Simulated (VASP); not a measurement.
# KTa (Pmma) in VASP: relaxation of cell and atoms with PBE

Aim: the relaxation of cell and atoms of KTa with PBE.

Program: VASP 6.6.1. These are calculated values, not measurements. Logs are shortened: lines on timing, memory, paths and dates and some standing lists are left out, and cuts for length are marked.

### Step 1. The cell of the first run

It takes space group Pmma (No. 51, orthorhombic). Conventional cell: a = 5.410 Å, b = 3.580 Å, c = 5.524 Å, α = 90.00°, β = 90.00°, γ = 90.00°. Within 4.4 Å of K (site symmetry mm2) lie 8 Ta at 3.29 to 3.32 Å and 6 K at 3.40 to 4.39 Å. Within 4.4 Å of Ta (site symmetry mm2) lie 8 K at 3.29 to 3.32 Å and 6 Ta at 3.41 to 4.38 Å.

### Step 2. Relaxation of cell and atoms, PBE

Input file INCAR:

```
SYSTEM = KTa
PREC     = Accurate       ! precision mode
ENCUT    = 500            ! plane-wave cutoff, eV
EDIFF    = 1E-7           ! SCF threshold, eV
ISMEAR   = 0              ! smearing method
SIGMA    = 0.1            ! smearing width, eV
LREAL    = .FALSE.        ! projectors in reciprocal space
LASPH    = .TRUE.         ! aspherical terms in the spheres
NELM     = 120            ! most SCF steps
ALGO     = Normal         ! electronic algorithm
ISIF     = 3              ! what is computed and relaxed
LWAVE    = .FALSE.        ! write WAVECAR
LCHARG   = .FALSE.        ! write CHGCAR
GGA      = PE             ! functional
IBRION   = 2              ! ionic algorithm
NSW      = 90             ! ionic steps
EDIFFG   = -0.04          ! ionic threshold
GGA_COMPAT= .FALSE.      
NELMIN   = 4
```

Input file KPOINTS:

```
Automatic mesh
0
G
  4 6 4
  0 0 0
```

Input file POSCAR:

```
KTa
1.0
    5.4104367900      0.0000000000      0.0000000000
    0.0000000000      3.5804361110      0.0000000000
    0.0000000000      0.0000000000      5.5241014284
K Ta
2 2
Direct
    0.7500000000      0.0000000000      0.6870000000
    0.2500000000      0.0000000000      0.3130000000
    0.7500000000      0.5000000000      0.1880000000
    0.2500000000      0.5000000000      0.8120000000
```

Potentials or basis: VASP PAW PBE potentials, release 64 (K_sv, Ta_sv_GW).

Run with:

```
$ cat potpaw_PBE.64/K_sv/POTCAR potpaw_PBE.64/Ta_sv_GW/POTCAR > POTCAR
$ mpirun -np 1 vasp_std > vasp.out
```

OUTCAR:

```text
SYSTEM = KTa
   PREC = Accurate
   ENCUT = 500
   EDIFF = 1E-7
   ISMEAR = 0
   LREAL = .FALSE.
   LASPH = .TRUE.
   NELM = 120
   ISIF = 3
   GGA = PE
   IBRION = 2
   NSW = 90
   EDIFFG = -0.04
   NELMIN = 4

 ion  position               nearest neighbor table
   1  0.750  0.000  0.687-   3 3.29   3 3.29   3 3.30   3 3.30   4 3.32   4 3.32   4 3.32   4 3.32
                             2 3.40   2 3.40
   2  0.250  0.000  0.313-   4 3.29   4 3.29   4 3.30   4 3.30   3 3.32   3 3.32   3 3.32   3 3.32
                             1 3.40   1 3.40
   3  0.750  0.500  0.188-   1 3.29   1 3.29   1 3.30   1 3.30   2 3.32   2 3.32   2 3.32   2 3.32

   4  0.250  0.500  0.812-   2 3.29   2 3.29   2 3.30   2 3.30   1 3.32   1 3.32   1 3.32   1 3.32

  LATTYP: Found a simple orthorhombic cell.
 ALAT       =     3.5804361110
 B/A-ratio  =     1.5111111111
 C/A-ratio  =     1.5428571429

  Lattice vectors:

 A1 = (   0.0000000000,  -3.5804361110,   0.0000000000)
 A2 = (   5.4104367900,   0.0000000000,   0.0000000000)
 A3 = (   0.0000000000,   0.0000000000,   5.5241014284)

Analysis of symmetry for initial positions (statically):
=====================================================================
 Subroutine PRICEL returns:
 Original cell was already a primitive cell.

 Routine SETGRP: Setting up the symmetry group for a
 simple orthorhombic supercell.

 Subroutine GETGRP returns: Found  8 space group operations
 (whereof  4 operations were pure point group operations)
 out of a pool of  8 trial point group operations.

The static configuration has the point symmetry C_2h.
 The point group associated with its full space group is D_2h.

Analysis of symmetry for dynamics (positions and initial velocities):
=====================================================================
 Subroutine PRICEL returns:
 Original cell was already a primitive cell.

 Routine SETGRP: Setting up the symmetry group for a
 simple orthorhombic supercell.

 Subroutine GETGRP returns: Found  8 space group operations
 (whereof  4 operations were pure point group operations)
 out of a pool of  8 trial point group operations.

The dynamic configuration has the point symmetry C_2h.
 The point group associated with its full space group is D_2h.

 Subroutine INISYM returns: Found  8 space group operations
 (whereof  4 operations are pure point group operations),
 and found     1 'primitive' translations

----------------------------------------------------------------------------------------

                                     Primitive cell

  volume of cell :     107.0114

  direct lattice vectors                    reciprocal lattice vectors
     5.410436790  0.000000000  0.000000000     0.184827961  0.000000000  0.000000000
     0.000000000  3.580436111  0.000000000     0.000000000  0.279295586  0.000000000
     0.000000000  0.000000000  5.524101428     0.000000000  0.000000000  0.181024917

  length of vectors
     5.410436790  3.580436111  5.524101428     0.184827961  0.279295586  0.181024917

  position of ions in fractional coordinates (direct lattice)
     0.750000000  0.000000000  0.687000000
     0.250000000  0.000000000  0.313000000
     0.750000000  0.500000000  0.188000000
     0.250000000  0.500000000  0.812000000

  ion indices of the primitive-cell ions
   primitive index   ion index
                 1           1
                 2           2
                 3           3
                 4           4

----------------------------------------------------------------------------------------

 KPOINTS: Automatic mesh

Automatic generation of k-mesh.
 Grid dimensions read from file:
 generate k-points for:    4    6    4

 Generating k-lattice:

  Cartesian coordinates                     Fractional coordinates (reciprocal lattice)
     0.046206990  0.000000000  0.000000000     0.250000000  0.000000000  0.000000000
     0.000000000  0.046549264  0.000000000     0.000000000  0.166666667  0.000000000
     0.000000000  0.000000000  0.045256229     0.000000000  0.000000000  0.250000000

  Length of vectors
     0.046206990  0.046549264  0.045256229

  Shift w.r.t. Gamma in fractional coordinates (k-lattice)
     0.000000000  0.000000000  0.000000000

 Subroutine IBZKPT returns following result:
 ===========================================

 Found     36 irreducible k-points:

 Following reciprocal coordinates:
            Coordinates               Weight
  0.000000  0.000000  0.000000      1.000000
  0.250000  0.000000  0.000000      2.000000
  0.500000  0.000000  0.000000      1.000000
  0.000000  0.166667  0.000000      2.000000
  0.250000  0.166667  0.000000      4.000000
  0.500000  0.166667  0.000000      2.000000
[... 16 lines left out ...]
  0.250000  0.500000  0.250000      4.000000
  0.500000  0.500000  0.250000      2.000000
 [... further k-points ...]
   k-points           NKPTS =     36   k-points in BZ     NKDIM =     36   number of bands    NBANDS=     26
   number of dos      NEDOS =    301   number of ions     NIONS =      4
   total plane-waves  NPLWV =  44800
   dimension x,y,z NGX =    40 NGY =   28 NGZ =   40
   dimension x,y,z NGXF=    80 NGYF=   56 NGZF=   80
   ions per type =               2   2
   NGX,Y,Z   is equivalent  to a cutoff of  12.29, 13.00, 12.04 a.u.
   NGXF,Y,Z  is equivalent  to a cutoff of  24.58, 26.00, 24.08 a.u.
 SYSTEM =  KTa
   PREC   = accura    normal or accurate (medium, high low for compatibility)
   ISTART =      0    job   : 0-new  1-cont  2-samecut
   ICHARG =      2    charge: 1-file 2-atom 10-const
   ISPIN  =      1    spin polarized calculation?
   LNONCOLLINEAR =      F non collinear calculations
   LSORBIT =      F    spin-orbit coupling
   LASPH  =      T    aspherical Exc in radial PAW
   ENCUT  =  500.0 eV  36.75 Ry    6.06 a.u.   9.86  6.53 10.07*2*pi/ulx,y,z
   NELM   =    120;   NELMIN=  4; NELMDL= -5     # of ELM steps
   EDIFF  = 0.1E-06   stopping-criterion for ELM
   LREAL  =      F    real-space projection
   EDIFFG = -.4E-01   stopping-criterion for IOM
   NSW    =     90    number of steps for IOM
   IBRION =      2    ionic relax: 0-MD 1-quasi-New 2-CG
   NFREE  =      1    steps in history (QN), initial steepest desc. (CG)
   ISIF   =      3    stress and relaxation
   ISYM   =      2    0-nonsym 1-usesym 2-fastsym
   POTIM  = 0.5000    time-step for ionic-motion
   TEBEG  =    0.0;   TEEND  =   0.0 temperature during run
   PSTRESS=    0.0 pullay stress
   NELECT =      44.0000    total number of electrons
   NUPDOWN=      -1.0000    fix difference up-down
   EMIN   =  10.00;   EMAX   =-10.00  energy-range for DOS
   EFERMI =   0.00;   METHOD = LEGACY
   ISMEAR =     0;   SIGMA  =   0.10  broadening in eV -4-tet -1-fermi 0-gaus
   EFERMI_NEDOS =   21; number of points for ismear=-14 and -15
   IALGO  =     38    algorithm
   IMIX   =      4    mixing-type and parameters
     AMIX     =   0.40;   BMIX     =  1.00
     AMIX_MAG =   1.60;   BMIX_MAG =  1.00
  volume/ion in A,a.u.               =      26.75       180.54
  Fermi-wavevector in a.u.,A,eV,Ry     =   1.217351  2.300460 20.163059  1.481943
  Thomas-Fermi vector in A             =   2.352674
   LORBIT       =      0    0 simple, 1 ext, 2 COOP (PROOUT), +10 PAW based schemes
   GGA     = PE    functional components
   LHFCALC =     F    Hartree Fock is set to
   AEXX    =    0.0000 exact exchange contribution
   IVDW    =     0    specifies the selected vdW correction
   LEPSILON=     F    determine dielectric tensor
   LRPA    =     F    only Hartree local field effects (RPA)
 conjugate gradient relaxation of ions
 non-spin polarized calculation
 Gauss-broadening in eV      SIGMA  =   0.10
  energy-cutoff  :      500.00
  volume of cell :      107.01
 maximum number of plane-waves:      2736
 NGX is ok and might be reduce to    40
   NGX = 19   NGY = 13   NGZ = 21

--------------------------------------- Ionic step        1  -------------------------------------------

 number of electron      43.9999996 magnetization

 Free energy of the ion-electron system (eV)
  ---------------------------------------------------
  ext. energy  EPLUGINS =         0.00000000
  ---------------------------------------------------
  free energy    TOTEN  =       -21.04544605 eV

  energy without entropy =      -21.01361214  energy(sigma->0) =      -21.02952909

------------------------ aborting loop because EDIFF is reached ----------------------------------------

  FORCE on cell =-STRESS in cart. coord.  units (eV):
  Direction    XX          YY          ZZ          XY          YZ          ZX
  --------------------------------------------------------------------------------------
  -------------------------------------------------------------------------------------
  Total       -1.0382586     -2.2414228      3.2872546      0.0000000      0.0000000     -0.0000000
  in kB      -15.5448389    -33.5586485     49.2168740      0.0000000      0.0000000     -0.0000000
  external PRESSURE =       0.0377955 kB  Pullay stress =       0.0000000 kB
[... 95 lines left out ...]
  FREE ENERGIE OF THE ION-ELECTRON SYSTEM (eV)
  ---------------------------------------------------
  free  energy   TOTEN  =       -23.0961531573 eV

  energy  without entropy=      -23.0740759276  energy(sigma->0) =      -23.08511454

 E-fermi :   3.7115     XC(G=0):  -9.1231

 val. band max:        3.7080649303   @ k =   0.0000   0.3333   0.5000
 cond. band min:       3.7177809443   @ k =   0.5000   0.5000   0.5000
 fundamental gap:      0.0097160140
 Fermi energy:         3.7115113390

 k-point     1 :       0.0000    0.0000    0.0000
  band No.  band energies     occupation
      1     -63.9413      2.00000
      2     -63.8103      2.00000
      3     -31.0415      2.00000
      4     -30.3345      2.00000
      5     -30.3157      2.00000
      6     -30.2069      2.00000
[... 685 lines left out ...]
     25       5.8848      0.00000
     26       5.8848      0.00000

 [... further k-points ...]

[... ionic steps 4 to 21 ...]

--------------------------------------- Ionic step       22  -------------------------------------------

 number of electron      44.0000017 magnetization

------------------------ aborting loop because EDIFF is reached ----------------------------------------

  FORCE on cell =-STRESS in cart. coord.  units (eV):
  Direction    XX          YY          ZZ          XY          YZ          ZX
  --------------------------------------------------------------------------------------
  -------------------------------------------------------------------------------------
  Total        0.1533069      0.1452064      0.1603497      0.0000000      0.0000000      0.0000000
  in kB        2.2316585      2.1137423      2.3341794      0.0000000      0.0000000      0.0000000
  external PRESSURE =       2.2265267 kB  Pullay stress =       0.0000000 kB
[... 61 lines left out ...]
  energy  without entropy=      -25.5130036726  energy(sigma->0) =      -25.52032174

--------------------------------------- Ionic step       24  -------------------------------------------

 number of electron      44.0000018 magnetization

 Free energy of the ion-electron system (eV)
  ---------------------------------------------------
  ext. energy  EPLUGINS =         0.00000000
  ---------------------------------------------------
  free energy    TOTEN  =       -25.52772216 eV

  energy without entropy =      -25.51313278  energy(sigma->0) =      -25.52042747

 E-fermi :   4.2332     XC(G=0):  -9.5355

 val. band max:        4.1668059690   @ k =   0.2500   0.5000   0.0000
 cond. band min:       4.2427848665   @ k =   0.5000   0.5000   0.0000
 fundamental gap:      0.0759788975
 Fermi energy:         4.2331702690

 k-point     1 :       0.0000    0.0000    0.0000
  band No.  band energies     occupation
      1     -63.4222      2.00000
      2     -63.2785      2.00000
      3     -30.5348      2.00000
      4     -29.8566      2.00000
      5     -29.8071      2.00000
      6     -29.6583      2.00000
[... 685 lines left out ...]
     25       6.1647      0.00000
     26       6.1647      0.00000

 [... further k-points ...]

------------------------ aborting loop because EDIFF is reached ----------------------------------------

  FORCE on cell =-STRESS in cart. coord.  units (eV):
  Direction    XX          YY          ZZ          XY          YZ          ZX
  --------------------------------------------------------------------------------------
  -------------------------------------------------------------------------------------
  Total       -0.0556795      0.0005746     -0.0037198      0.0000000      0.0000000      0.0000000
  in kB       -0.8067699      0.0083260     -0.0538987      0.0000000      0.0000000      0.0000000
  external PRESSURE =      -0.2841142 kB  Pullay stress =       0.0000000 kB
[... 19 lines left out ...]
  FREE ENERGIE OF THE ION-ELECTRON SYSTEM (eV)
  ---------------------------------------------------
  free  energy   TOTEN  =       -25.5277221594 eV

  energy  without entropy=      -25.5131327766  energy(sigma->0) =      -25.52042747

 reached required accuracy - stopping structural energy minimisation
```

Run time: 31 min. Hardware: 1 thread of Intel Xeon Platinum 8259CL at 2.50GHz (Skylake/Cascade Lake), shared host; peak memory 0.28 GiB.

What came out:

```
Free energy                           : -25.5277 eV
Relaxed volume                        : 27.64 Å³/atom
Relaxed cell                          : a = 4.865 Å, b = 2.954 Å, c = 7.694 Å, α = 90.00°, β = 90.00°, γ = 90.00°
Space group after relaxing (to 0.1 Å) : Pmma (No. 51)
Energy gained by relaxing             : 1120.6 meV/atom
Ionic steps                           : 24
Pressure after relaxing               : 0.0 GPa
Largest force after relaxing          : 0.038 eV/Å
Band gap on the k mesh                : zero (bands 22 and 23 overlap by 0.95 eV)
```

Forces in eV/Å, atoms in the order of the input:
```
K    0.000  0.000  0.038
K    0.000  0.000 -0.038
Ta   0.000  0.000 -0.020
Ta   0.000  0.000  0.020
```

Step by step:
```
step  energy change (eV)  largest force (eV/Å)  pressure (GPa)  volume (Å³)
   1              0.0000                2.2772            0.00       107.01
   2             -0.7331                2.2451           -0.25       106.89
   3             -2.0507                1.2715            0.94       105.87
   4             -2.9885                2.7297           10.98       100.96
   5             -3.2027                2.4482           10.21       103.02
   6             -3.4345                2.1970            8.58       108.98
   7             -3.6710                1.9089            5.96       111.64
   8             -4.0329                0.9010           -0.65       119.89
   9             -4.0500                0.7895           -1.90       121.88
  10             -4.0508                0.7633           -2.18       122.34
  11             -4.1108                0.7077           -2.11       121.52
  12             -4.2703                0.5961           -1.64       119.05
  13             -4.3818                0.3775           -0.33       114.04
  14             -4.3823                0.3661           -0.23       113.71
  15             -4.4069                0.3618            0.03       112.88
  16             -4.4347                0.3552            0.70       110.35
  17             -4.4557                0.2172            0.00       111.06
  18             -4.4641                0.2516           -0.77       111.90
  19             -4.4754                0.1836           -0.04       110.29
  20             -4.4760                0.1627            0.19       109.81
  21             -4.4801                0.1232            0.20       109.93
  22             -4.4819                0.0297            0.22       110.06
  23             -4.4822                0.0416           -0.15       110.81
  24             -4.4823                0.0380           -0.03       110.57
```

Final structure:
```
CELL_PARAMETERS angstrom
4.86522 0.00000 0.00000
0.00000 2.95380 0.00000
0.00000 0.00000 7.69434
ATOMIC_POSITIONS crystal
K 0.75000 0.00000 0.64855
K 0.25000 0.00000 0.35145
Ta 0.75000 0.50000 0.06245
Ta 0.25000 0.50000 0.93755
```

Caveat: a cell axis changed by over 15 % at a fixed basis, so the end point is rough; spin-orbit coupling is left out, which moves the levels of the heavy elements.

The gap in the log of VASP goes by the Fermi energy; the results here count the filled bands.